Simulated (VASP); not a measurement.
# ZnS (P1) in VASP: electric field gradients with PBEsol

Aim: the electric field gradients of ZnS with PBEsol.

Everything below comes from runs of VASP 6.6.1. Logs are shortened: lines on timing, memory, paths and dates and some standing lists are left out, and cuts for length are marked.

## Step 1: The cell of the first run

The typed cell holds 4 atoms: a = 3.811 Å, b = 3.844 Å, c = 6.235 Å, α = 90.41°, β = 91.14°, γ = 120.85°.

## Step 2: Electric field gradients, PBEsol (equal xy, yz and zx shear strains of -2 %)

Input file INCAR:

```
  ALGO = Normal
  EDIFF = 1E-8
  ENCUT = 520
  GGA = PS
  ISIF = 2
  ISMEAR = -1
  LASPH = T
  LCHARG = F
  LEFG = T
  LREAL = F
  LWAVE = F
  NBANDS = 26
  NELM = 80
  PREC = Accurate
  SIGMA = 0.03
```

Input file KPOINTS:

```
k-points
0
Gamma
  8 8 5
```

Input file POSCAR:

```
ZnS
1.0
    3.8109987816     -0.0381099878     -0.0381099878
   -1.9385036084      3.3194767525     -0.0139492237
   -0.0623400000     -0.0623400000      6.2340000000
Zn S
2 2
Direct
    0.3333333333      0.6666666667      0.0000000000
    0.6666666667      0.3333333333      0.5000000000
    0.3333333333      0.6666666667      0.3850000000
    0.6666666667      0.3333333333      0.8850000000
```

Potentials or basis: VASP PAW PBE potentials, release 64 (Zn, S).

Command:

```console
> cat potpaw_PBE.64/Zn/POTCAR potpaw_PBE.64/S/POTCAR > POTCAR
> mpirun -np 1 vasp_std > vasp.out
```

OUTCAR:

```text
EDIFF = 1E-8
   ENCUT = 520
   GGA = PS
   ISIF = 2
   ISMEAR = -1
   LASPH = T
   LREAL = F
   NELM = 80
   PREC = Accurate

 ion  position               nearest neighbor table
   1  0.333  0.667  0.000-   4 2.28   4 2.33   4 2.34   3 2.40
   2  0.667  0.333  0.500-   3 2.30   3 2.31   3 2.33   4 2.40
   3  0.333  0.667  0.385-   2 2.30   2 2.31   2 2.33   1 2.40
   4  0.667  0.333  0.885-   1 2.28   1 2.33   1 2.34   2 2.40

  LATTYP: Found a triclinic cell.
 ALAT       =     3.7784012730
 B/A-ratio  =     1.0087281861
 C/A-ratio  =     1.6500691479
 COS(alpha) =     0.0198960208
 COS(beta)  =     0.0274156886
 COS(gamma) =     0.4869832429

  Lattice vectors:

 A1 = (   1.8724951732,   3.2813667647,  -0.0520592115)
 A2 = (   3.8109987816,  -0.0381099878,  -0.0381099878)
 A3 = (   0.0623400000,   0.0623400000,  -6.2340000000)

Analysis of symmetry for initial positions (statically):
=====================================================================
 Subroutine PRICEL returns:
 Original cell was already a primitive cell.

 Routine SETGRP: Setting up the symmetry group for a
 triclinic supercell.

 Subroutine GETGRP returns: Found  1 space group operations
 (whereof  1 operations were pure point group operations)
 out of a pool of  2 trial point group operations.

The static configuration has the point symmetry C_1 .

Analysis of symmetry for dynamics (positions and initial velocities):
=====================================================================
 Subroutine PRICEL returns:
 Original cell was already a primitive cell.

 Routine SETGRP: Setting up the symmetry group for a
 triclinic supercell.

 Subroutine GETGRP returns: Found  1 space group operations
 (whereof  1 operations were pure point group operations)
 out of a pool of  2 trial point group operations.

The dynamic configuration has the point symmetry C_1 .

 Subroutine INISYM returns: Found  1 space group operations
 (whereof  1 operations are pure point group operations),
 and found     1 'primitive' translations

----------------------------------------------------------------------------------------

[... 134 lines left out ...]

 Free energy of the ion-electron system (eV)
  ---------------------------------------------------
  ext. energy  EPLUGINS =         0.00000000
  ---------------------------------------------------
  free energy    TOTEN  =       -15.12878738 eV

  energy without entropy =      -15.12878738  energy(sigma->0) =      -15.12878738

 E-fermi :   2.6896     XC(G=0):  -9.8714

 val. band max:        2.1378280410   @ k =   0.0000   0.0000   0.0000
 cond. band min:       4.1821188175   @ k =   0.0000   0.0000   0.0000
 fundamental gap:      2.0442907765
 Fermi energy:         2.6896341343

 k-point     1 :       0.0000    0.0000    0.0000
  band No.  band energies     occupation
      1     -11.1387      2.00000
      2     -10.1959      2.00000
      3      -4.3373      2.00000
      4      -4.3312      2.00000
      5      -4.2735      2.00000
      6      -4.2677      2.00000
[... 685 lines left out ...]
     25      11.6267      0.00000
     26      11.8604      0.00000

 [... further k-points ...]
[... 5 lines left out ...]
  --------------------------------------------------------------------------------------
  -------------------------------------------------------------------------------------
  Total       -0.1944459     -0.2033067     -1.1210709      0.5760866      0.3605144      0.3615453
  in kB       -3.9743437     -4.1554528    -22.9139415     11.7748264      7.3686738      7.3897446
  external PRESSURE =     -10.3479127 kB  Pullay stress =       0.0000000 kB

 VOLUME and BASIS-vectors are now :
 -----------------------------------------------------------------------------
  energy-cutoff  :      520.00
  volume of cell :       78.39
      direct lattice vectors                 reciprocal lattice vectors
     3.810998782 -0.038109988 -0.038109988     0.263981995  0.154177425  0.004181594
    -1.938503608  3.319476752 -0.013949224     0.003061139  0.303052802  0.003061139
    -0.062340000 -0.062340000  6.234000000     0.001620637  0.001620637  0.160443064

 POSITION                                       TOTAL-FORCE (eV/Angst)
 -----------------------------------------------------------------------------------
     -0.02200      2.20028     -0.02200         0.193347      0.084272      0.315943
      1.86333      1.04992      3.08694        -0.033722      0.074490      0.308963
     -0.04600      2.17628      2.37809         0.064053     -0.075202     -0.306867
      1.83933      1.02591      5.48703        -0.223678     -0.083560     -0.318038
 -----------------------------------------------------------------------------------
    total drift:                                0.000074      0.000029      0.000119

  FREE ENERGIE OF THE ION-ELECTRON SYSTEM (eV)
  ---------------------------------------------------
  free  energy   TOTEN  =       -15.1287873782 eV

  energy  without entropy=      -15.1287873781  energy(sigma->0) =      -15.12878738

 Electric field gradients (V/A^2)
---------------------------------------------------------------------
 ion       V_xx      V_yy      V_zz      V_xy      V_xz      V_yz
---------------------------------------------------------------------
   1     -13.731    -5.567    19.298    -7.401    -3.943     0.024
   2      -5.554   -13.580    19.133     0.693     4.072     0.109
   3       2.581     2.950    -5.531    -3.645    -4.156    -3.307
   4       3.031     2.409    -5.440    -3.150    -2.483    -3.327
---------------------------------------------------------------------

 Electric field gradients after diagonalization (V/A^2)
 (convention: |V_zz| > |V_xx| > |V_yy|)
----------------------------------------------------------------------
 ion       V_xx      V_yy      V_zz     asymmetry (V_yy - V_xx)/ V_zz
----------------------------------------------------------------------
   1     -18.407    -1.388    19.795       0.860
   2     -13.641    -6.148    19.789       0.379
   3       6.442     2.553    -8.995       0.432
   4       5.903     1.876    -7.780       0.518
----------------------------------------------------------------------

           NMR quadrupolar parameters

 Cq : quadrupolar parameter    Cq=e*Q*V_zz/h
 eta: asymmetry parameters     (V_yy - V_xx)/ V_zz
 Q  : nuclear electric quadrupole moment in mb (millibarn)
----------------------------------------------------------------------
 ion       Cq(MHz)       eta       Q (mb)
----------------------------------------------------------------------
   1       0.048       0.860       1.000
   2       0.048       0.379       1.000
   3      -0.022       0.432       1.000
   4      -0.019       0.518       1.000
----------------------------------------------------------------------
```

Wall time 4.2 min (1 thread of Intel Xeon Platinum 8259CL at 2.50GHz (Skylake/Cascade Lake), shared host); peak memory 0.39 GiB.

What came out:

```yaml
Free_energy: -15.1288 eV
Pressure: -1.0 GPa
Largest_force: 0.398 eV/Å
Band_gap_on_the_k_mesh: 2.04 eV, direct
```

Forces on the atoms (eV/Å):
```
Zn   0.193  0.084  0.316
Zn  -0.034  0.074  0.309
S    0.064 -0.075 -0.307
S   -0.224 -0.084 -0.318
```

Stress tensor (GPa, compression positive):
```
-0.40  1.18  0.74
 1.18 -0.42  0.74
 0.74  0.74 -2.29
```

Electric field gradients, principal values (V/Å²):
```
atom   least   middle  greatest (by size)
1 Zn  -1.388  -18.407              19.795
2 Zn  -6.148  -13.641              19.789
 3 S   2.553    6.442              -8.995
 4 S   1.876    5.903              -7.780
```

Caveat: the cell differs from its parent crystal (equal xy, yz and zx shear strains of -2 %); without QUAD_EFG the Cq values of the log hold for a quadrupole moment of 1 mb, not for the nuclei; the PAW data sets were made with another functional, which shifts forces and pressure a little.
